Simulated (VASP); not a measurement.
Crystal: Ca3Pb (L12 type).

```xyz
4
Lattice="5.2243 0.0000 0.0000 0.0000 5.2243 0.0000 0.0000 0.0000 5.2243" Properties=species:S:1:pos:R:3 pbc="T T T"
Pb    0.0000    0.0000    0.0000
Ca    0.0000    2.6122    2.6122
Ca    2.6122    0.0000    2.6122
Ca    2.6122    2.6122    0.0000
```

```yaml
Program: VASP 6.6.1
Task: relaxation of cell and atoms
Functional: PBEsol
Potentials_or_basis: VASP PAW PBE potentials, release 64 (Pb_d, Ca_sv)
Cutoff: 600 eV
k_mesh: 7 × 7 × 7
Occupations: fermi-dirac, width 0.05 eV
Spin: no spin polarisation
```

At the start: pressure -3.0 GPa; volume 35.65 Å³/atom.

Where does the relaxation end?

Over 4 steps the energy falls by 45.8 meV/atom and the volume is 31.19 Å³/atom (-12.5 %); space group Pm-3m (No. 221, to 0.1 Å) before and after.

The path:
| step | energy change (eV) | largest force (eV/Å) | pressure (GPa) | volume (Å³) |
| --- | --- | --- | --- | --- |
| 1 | 0.0000 | 0.0000 | -2.96 | 142.59 |
| 2 | -0.1686 | 0.0000 | -0.98 | 129.44 |
| 3 | -0.1833 | 0.0000 | -0.07 | 125.10 |
| 4 | -0.1834 | 0.0000 | 0.01 | 124.76 |

Final structure:
```xyz
4
Lattice="4.9968 0.0000 0.0000 0.0000 4.9968 0.0000 0.0000 0.0000 4.9968" Properties=species:S:1:pos:R:3 pbc="T T T"
Pb    0.0000    0.0000    0.0000
Ca    0.0000    2.4984    2.4984
Ca    2.4984    0.0000    2.4984
Ca    2.4984    2.4984    0.0000
```

Caveat: the PAW data sets were made with another functional, which shifts forces and pressure a little.
